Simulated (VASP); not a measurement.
# Ni (Fm-3m) in VASP: a series of runs

The runs below take Ni through single point, relaxation of cell and atoms, with B3LYP, optB88-vdW.

All numbers are computed with VASP 6.6.1; they aren't measurements. Logs are shortened: lines on timing, memory, paths and dates and some standing lists are left out, and cuts for length are marked.

## 1. The cell of the first run

Symmetry: Fm-3m, No. 225, cubic system. The conventional cell has a = 3.475 Å, b = 3.475 Å, c = 3.475 Å, α = 90.00°, β = 90.00°, γ = 90.00°. Ni (site symmetry m-3m) has 12 Ni at 2.46 Å within 3.2 Å.

## 2. Single point, B3LYP, collinear spin, ferromagnetic start

File POSCAR:

```
Ni
1.0
    0.0000000000      1.7375729330      1.7375729330
    1.7375729330      0.0000000000      1.7375729330
    1.7375729330      1.7375729330      0.0000000000
Ni
1
Direct
    0.0000000000      0.0000000000      0.0000000000
```

File INCAR.step1:

```
SYSTEM = Ni
ALGO     = Normal         ! electronic algorithm
EDIFF    = 1E-5           ! SCF threshold, eV
ENCUT    = 520            ! plane-wave cutoff, eV
GGA      = PE             ! functional
ISIF     = 2              ! what is computed and relaxed
ISMEAR   = -1             ! smearing method
ISPIN    = 2              ! spin polarisation
LASPH    = .TRUE.         ! aspherical terms in the spheres
LMAXMIX  = 4              ! l up to which the mixer works
LORBIT   = 11             ! projections on sites
LREAL    = .FALSE.        ! projectors in reciprocal space
LWAVE    = .TRUE.         ! write WAVECAR
MAGMOM   = 1              ! initial moments
NBANDS   = 15             ! bands
NELM     = 150            ! most SCF steps
PREC     = Accurate       ! precision mode
SIGMA    = 0.05           ! smearing width, eV
```

File INCAR.step2:

```
SYSTEM = Ni
AEXX     = 0.2            ! exact-exchange fraction
AGGAC    = 0.81         
AGGAX    = 0.72         
ALDAC    = 0.19         
ALGO     = Normal         ! electronic algorithm
EDIFF    = 1E-6           ! SCF threshold, eV
ENCUT    = 520            ! plane-wave cutoff, eV
GGA      = B3             ! functional
ISIF     = 2              ! what is computed and relaxed
ISMEAR   = -1             ! smearing method
ISPIN    = 2              ! spin polarisation
ISTART   = 1            
LASPH    = .TRUE.         ! aspherical terms in the spheres
LCHARG   = .TRUE.         ! write CHGCAR
LELF     = .TRUE.         ! ELF
LHFCALC  = .TRUE.         ! exact exchange
LMAXMIX  = 4              ! l up to which the mixer works
LORBIT   = 11             ! projections on sites
LREAL    = .FALSE.        ! projectors in reciprocal space
LVHAR    = .TRUE.       
LWAVE    = .FALSE.        ! write WAVECAR
MAGMOM   = 1              ! initial moments
NBANDS   = 15             ! bands
NELM     = 150            ! most SCF steps
PREC     = Accurate       ! precision mode
PRECFOCK = Normal       
SIGMA    = 0.05           ! smearing width, eV
```

File KPOINTS:

```
k-points
0
G
  7 7 7
  0 0 0
```

Potentials or basis: VASP PAW PBE potentials, release 64 (Ni).

On the command line:

```sh
$ cat potpaw_PBE.64/Ni/POTCAR > POTCAR
$ cp INCAR.step1 INCAR
$ mpirun -np 1 vasp_std > vasp.out
$ cp INCAR.step2 INCAR
$ mpirun -np 1 vasp_std > vasp.out
```

OUTCAR:

```text
SYSTEM = Ni
   AEXX = 0.2
   EDIFF = 1E-6
   ENCUT = 520
   GGA = B3
   ISIF = 2
   ISMEAR = -1
   ISPIN = 2
   ISTART = 1
   LASPH = .TRUE.
   LHFCALC = .TRUE.
   LORBIT = 11
   LREAL = .FALSE.
   NELM = 150
   PREC = Accurate
   PRECFOCK = Normal

 ion  position               nearest neighbor table
   1  0.000  0.000  0.000-

  LATTYP: Found a face centered cubic cell.
 ALAT       =     3.4751458660

  Lattice vectors:

 A1 = (   0.0000000000,   1.7375729330,   1.7375729330)
 A2 = (   1.7375729330,   0.0000000000,   1.7375729330)
 A3 = (   1.7375729330,   1.7375729330,   0.0000000000)

Analysis of symmetry for initial positions (statically):
=====================================================================
 Subroutine PRICEL returns:
 Original cell was already a primitive cell.

 Routine SETGRP: Setting up the symmetry group for a
 face centered cubic supercell.

 Subroutine GETGRP returns: Found 48 space group operations
 (whereof 48 operations were pure point group operations)
 out of a pool of 48 trial point group operations.

The static configuration has the point symmetry O_h .

Analysis of symmetry for dynamics (positions and initial velocities):
=====================================================================
 Subroutine PRICEL returns:
 Original cell was already a primitive cell.

 Routine SETGRP: Setting up the symmetry group for a
 face centered cubic supercell.

 Subroutine GETGRP returns: Found 48 space group operations
 (whereof 48 operations were pure point group operations)
 out of a pool of 48 trial point group operations.

The dynamic configuration has the point symmetry O_h .

Analysis of structural, dynamic, and magnetic symmetry:
=====================================================================
 Subroutine PRICEL returns:
 Original cell was already a primitive cell.

 Routine SETGRP: Setting up the symmetry group for a
 face centered cubic supercell.

 Subroutine GETGRP returns: Found 48 space group operations
 (whereof 48 operations were pure point group operations)
 out of a pool of 48 trial point group operations.

The overall configuration has the point symmetry O_h .

 Subroutine INISYM returns: Found 48 space group operations
 (whereof 48 operations are pure point group operations),
 and found     1 'primitive' translations

----------------------------------------------------------------------------------------

                                     Primitive cell

  volume of cell :      10.4920

  direct lattice vectors                    reciprocal lattice vectors
     0.000000000  1.737572933  1.737572933    -0.287757705  0.287757705  0.287757705
[... 131 lines left out ...]
  free energy    TOTEN  =        -5.86936314 eV

  energy without entropy =       -5.86844585  energy(sigma->0) =       -5.86890449

 E-fermi :  10.0691     XC(G=0): -10.7373

 val. band max:        9.9720429701   @ k =   0.4286   0.0000   0.0000
 cond. band min:      10.4675178539   @ k =   0.4286   0.1429   0.0000
 fundamental gap:      0.4954748838
 Fermi energy:        10.0691234832

 spin component 1

 k-point     1 :       0.0000    0.0000    0.0000
  band No.  band energies     occupation
      1      -0.3038      1.00000
      2       5.3908      1.00000
      3       5.3908      1.00000
      4       5.3908      1.00000
      5       6.7756      1.00000
      6       6.7756      1.00000
      7      35.7581      0.00000
      8      39.8238      0.00000
      9      39.8238      0.00000
     10      39.8238      0.00000
     11      42.9996      0.00000
     12      42.9996      0.00000
     13      42.9996      0.00000
     14      46.0839      0.00000
[... 328 lines left out ...]
      1       4.2704      1.00000
      2       4.5373      1.00000
      3       5.2657      1.00000
      4       6.8013      1.00000
      5       7.4576      1.00000
      6      17.7398      0.00000
      7      18.2526      0.00000
      8      21.8337      0.00000
      9      25.4208      0.00000
     10      38.8692      0.00000
     11      45.3504      0.00000
     12      46.4936      0.00000
     13      51.6815      0.00000
     14      57.1586      0.00000
     15      61.8883      0.00000
 Fermi energy:        10.0691234832

 spin component 2

 k-point     1 :       0.0000    0.0000    0.0000
  band No.  band energies     occupation
      1      -0.4717      1.00000
      2       7.6039      1.00000
      3       7.6039      1.00000
      4       7.6039      1.00000
      5       7.7342      1.00000
      6       7.7342      1.00000
      7      35.3704      0.00000
      8      39.7582      0.00000
      9      39.7582      0.00000
     10      39.7582      0.00000
     11      43.3655      0.00000
     12      43.3656      0.00000
     13      43.3656      0.00000
     14      45.9894      0.00000
[... 329 lines left out ...]
      2       6.2866      1.00000
      3       7.2206      1.00000
      4       7.7703      1.00000
      5      11.1666      0.00000
      6      18.2542      0.00000
      7      18.7999      0.00000
      8      22.0806      0.00000
      9      25.5593      0.00000
     10      38.9521      0.00000
     11      45.3397      0.00000
     12      46.6268      0.00000
     13      51.8652      0.00000
     14      57.0253      0.00000
     15      62.0696      0.00000

------------------------ aborting loop because EDIFF is reached ----------------------------------------

  FORCE on cell =-STRESS in cart. coord.  units (eV):
  Direction    XX          YY          ZZ          XY          YZ          ZX
  --------------------------------------------------------------------------------------
  -------------------------------------------------------------------------------------
  Total        0.9139623      0.9139623      0.9139623      0.0000000     -0.0000000     -0.0000000
  in kB      139.5660333    139.5660333    139.5660333      0.0000000     -0.0000000     -0.0000000
  external PRESSURE =     139.5660333 kB  Pullay stress =       0.0000000 kB

 VOLUME and BASIS-vectors are now :
 -----------------------------------------------------------------------------
  energy-cutoff  :      520.00
  volume of cell :       10.49
      direct lattice vectors                 reciprocal lattice vectors
     0.000000000  1.737572933  1.737572933    -0.287757705  0.287757705  0.287757705
     1.737572933  0.000000000  1.737572933     0.287757705 -0.287757705  0.287757705
     1.737572933  1.737572933  0.000000000     0.287757705  0.287757705 -0.287757705

 POSITION                                       TOTAL-FORCE (eV/Angst)
 -----------------------------------------------------------------------------------
      0.00000      0.00000      0.00000         0.000000      0.000000     -0.000000
 -----------------------------------------------------------------------------------
    total drift:                               -0.000000      0.000000      0.000000

  FREE ENERGIE OF THE ION-ELECTRON SYSTEM (eV)
  ---------------------------------------------------
  free  energy   TOTEN  =        -5.8693631413 eV

  energy  without entropy=       -5.8684458480  energy(sigma->0) =       -5.86890449

 total charge

# of ion       s       p       d       tot
------------------------------------------
    1        0.517   0.514   8.414   9.445

 magnetization (x)

# of ion       s       p       d       tot
------------------------------------------
    1       -0.012  -0.054   0.925   0.858
```

OSZICAR.step1:

```text
N       E                     dE             d eps       ncg     rms          rms(c)
DAV:   1     0.341354639060E+02    0.34135E+02   -0.43417E+03  1280   0.874E+02
DAV:   2    -0.494012390637E+01   -0.39076E+02   -0.35606E+02  1305   0.164E+02
DAV:   3    -0.647877391231E+01   -0.15387E+01   -0.15138E+01  1473   0.313E+01
DAV:   4    -0.648831081763E+01   -0.95369E-02   -0.95357E-02  1466   0.238E+00
DAV:   5    -0.648841904482E+01   -0.10823E-03   -0.10822E-03  1505   0.231E-01    0.106E+01
DAV:   6    -0.576166259538E+01    0.72676E+00   -0.12658E+01  1711   0.402E+01    0.606E+00
DAV:   7    -0.547499807670E+01    0.28666E+00   -0.19500E+00  1543   0.144E+01    0.203E+00
DAV:   8    -0.546442587929E+01    0.10572E-01   -0.14176E-02  1440   0.884E-01    0.102E+00
DAV:   9    -0.546312229930E+01    0.13036E-02   -0.16290E-03  1802   0.251E-01    0.289E-01
DAV:  10    -0.546330382848E+01   -0.18153E-03   -0.11739E-03  1665   0.236E-01    0.100E-01
DAV:  11    -0.546336683079E+01   -0.63002E-04   -0.38231E-04  1778   0.161E-01    0.401E-02
DAV:  12    -0.546337088235E+01   -0.40516E-05   -0.22936E-05  1083   0.459E-02
   1 F= -.54633709E+01 E0= -.54550342E+01  d E =-.166734E-01  mag=     0.4457
```

Wall time 14 min (1 thread of Intel Xeon 6975P-C (Granite Rapids), shared host); peak memory 0.13 GiB.

What came out:

```
Free energy                                           : -5.8694 eV
Pressure                                              : 14.0 GPa
Net moment                                            : 0.85 μB per cell
Site moments                                          : Ni +0.86 μB
Valence electrons inside the program's atomic spheres : Ni 9.45
```

Levels at points of the mesh, in eV from the Fermi level:
Spin up:
```csv
k point,band 3,band 4,band 5,band 6,band 7,band 8,band 9,band 10
"(0.00, 0.00, 0.00)",-4.68,-4.68,-3.29,-3.29,25.69,29.75,29.75,29.75
```
Spin down:
```
           k point  band 2  band 3  band 4  band 5  band 6  band 7  band 8  band 9
(0.00, 0.00, 0.00)   -2.47   -2.47   -2.47   -2.33   -2.33   25.30   29.69   29.69
```

Caveat: the k points lie up to 0.45 Å⁻¹ apart; the PAW data sets were made with another functional, which shifts forces and pressure a little.

## 3. Relaxation of cell and atoms, optB88-vdW, collinear spin, ferromagnetic start (11.12 Å³/atom)

This run uses another cell than the first one, of 11.12 Å³/atom.

File POSCAR:

```
Ni
1.0
    0.0000000000      1.7716516424      1.7716516424
    1.7716516424      0.0000000000      1.7716516424
    1.7716516424      1.7716516424      0.0000000000
Ni
1
Direct
    0.0000000000      0.0000000000      0.0000000000
```

File INCAR.step1:

```
AGGAC    = 0.0          
ALGO     = Normal         # electronic algorithm
EDIFF    = 1E-7           # SCF threshold, eV
EDIFFG   = -0.002         # ionic threshold
ENCUT    = 710            # plane-wave cutoff, eV
GGA      = BO             # functional
GGA_COMPAT= F            
IBRION   = 2              # ionic algorithm
ISIF     = 3              # what is computed and relaxed
ISMEAR   = 1              # smearing method
ISPIN    = 2              # spin polarisation
KPAR     = 2            
LASPH    = T              # aspherical terms in the spheres
LCHARG   = F              # write CHGCAR
LMAXMIX  = 4              # l up to which the mixer works
LORBIT   = 11             # projections on sites
LREAL    = F              # projectors in reciprocal space
LUSE_VDW = T            
LWAVE    = F              # write WAVECAR
MAGMOM   = 1              # initial moments
NELM     = 200            # most SCF steps
NELMIN   = 4            
NSW      = 80             # ionic steps
PARAM1   = 0.1833333333 
PARAM2   = 0.22         
POTIM    = 0.5            # step
PREC     = Accurate       # precision mode
SIGMA    = 0.05           # smearing width, eV
```

File INCAR.step4:

```
AGGAC    = 0.0          
ALGO     = Normal         # electronic algorithm
EDIFF    = 1E-7           # SCF threshold, eV
ENCUT    = 710            # plane-wave cutoff, eV
GGA      = BO             # functional
GGA_COMPAT= F            
ISIF     = 2              # what is computed and relaxed
ISMEAR   = 1              # smearing method
ISPIN    = 2              # spin polarisation
KPAR     = 2            
LASPH    = T              # aspherical terms in the spheres
LCHARG   = F              # write CHGCAR
LMAXMIX  = 4              # l up to which the mixer works
LORBIT   = 11             # projections on sites
LREAL    = F              # projectors in reciprocal space
LUSE_VDW = T            
LWAVE    = F              # write WAVECAR
MAGMOM   = 1              # initial moments
NELM     = 200            # most SCF steps
PARAM1   = 0.1833333333 
PARAM2   = 0.22         
PREC     = Accurate       # precision mode
SIGMA    = 0.05           # smearing width, eV
```

File KPOINTS:

```
Automatic mesh
0
Gamma
  18 18 18
  0 0 0
```

Potentials or basis: VASP PAW PBE potentials, release 64 (Ni).

On the command line:

```sh
$ cat potpaw_PBE.64/Ni/POTCAR > POTCAR
$ cp INCAR.step1 INCAR
$ cp POSCAR.step1 POSCAR
$ mpirun -np 2 vasp_std > vasp.out
$ cp CONTCAR POSCAR
$ mpirun -np 2 vasp_std > vasp.out
$ cp CONTCAR POSCAR
$ mpirun -np 2 vasp_std > vasp.out
$ cp CONTCAR POSCAR
$ cp INCAR.step4 INCAR
$ mpirun -np 2 vasp_std > vasp.out
```

Run time: 2.3 min. Hardware: 2 MPI ranks of Intel Xeon 6975P-C (Granite Rapids), shared host; peak memory 0.31 GiB.

The run converged. Its results:

```yaml
Free_energy: -2.6640 eV
Relaxed_volume: 10.81 Å³/atom
Relaxed_cell: a = 2.482 Å, b = 2.482 Å, c = 2.482 Å, α = 60.00°, β = 60.00°, γ = 60.00°
Space_group_after_relaxing_to_0.1_Å: Fm-3m (No. 225)
Energy_gained_by_relaxing: 5.4 meV/atom
Ionic_steps: 5
Pressure_after_relaxing: 0.0 GPa
Net_moment: 0.60 μB per cell
Site_moments: Ni +0.61 μB
Valence_electrons_inside_the_program's_atomic_spheres: Ni 9.35
```

Step by step:
```csv
step,energy change (eV),largest force (eV/Å),pressure (GPa),volume (Å³)
1,0.0000,0.0000,-5.34,11.12
2,-0.0009,0.0000,5.47,10.54
3,-0.0054,0.0000,0.01,10.81
4,-0.0054,0.0000,0.00,10.81
5,-0.0054,0.0000,0.00,10.81
```

Final structure:
```
Ni
1.0
     0.00000    1.75486    1.75486
     1.75486    0.00000    1.75486
     1.75486    1.75486    0.00000
Ni
1
Cartesian
  0.0000 0.0000 0.0000
```

Levels at points of the mesh, in eV from the Fermi level:
Spin up:
| k point | band 2 | band 3 | band 4 | band 5 | band 6 | band 7 | band 8 | band 9 |
| --- | --- | --- | --- | --- | --- | --- | --- | --- |
| (0.00, 0.00, 0.00) | -2.40 | -2.40 | -2.40 | -1.23 | -1.23 | 24.08 | 27.75 | 27.75 |
| (0.50, 0.00, 0.00) | -2.39 | -2.39 | -0.56 | -0.56 | -0.13 | 5.74 | 22.60 | 24.73 |
| (0.50, 0.50, 0.00) | -4.17 | -0.51 | -0.42 | -0.42 | 2.57 | 9.36 | 14.92 | 14.92 |
Spin down:
```
           k point  band 2  band 3  band 4  band 5  band 6  band 7  band 8  band 9
(0.00, 0.00, 0.00)   -1.71   -1.71   -1.71   -0.71   -0.71   23.96   27.75   27.75
(0.50, 0.00, 0.00)   -1.83   -1.83   -0.17    0.14    0.14    6.14   22.49   24.82
(0.50, 0.50, 0.00)   -3.60    0.03    0.38    0.38    2.56    9.59   14.95   14.95
```

Caveat: the PAW data sets were made with another functional, which shifts forces and pressure a little.
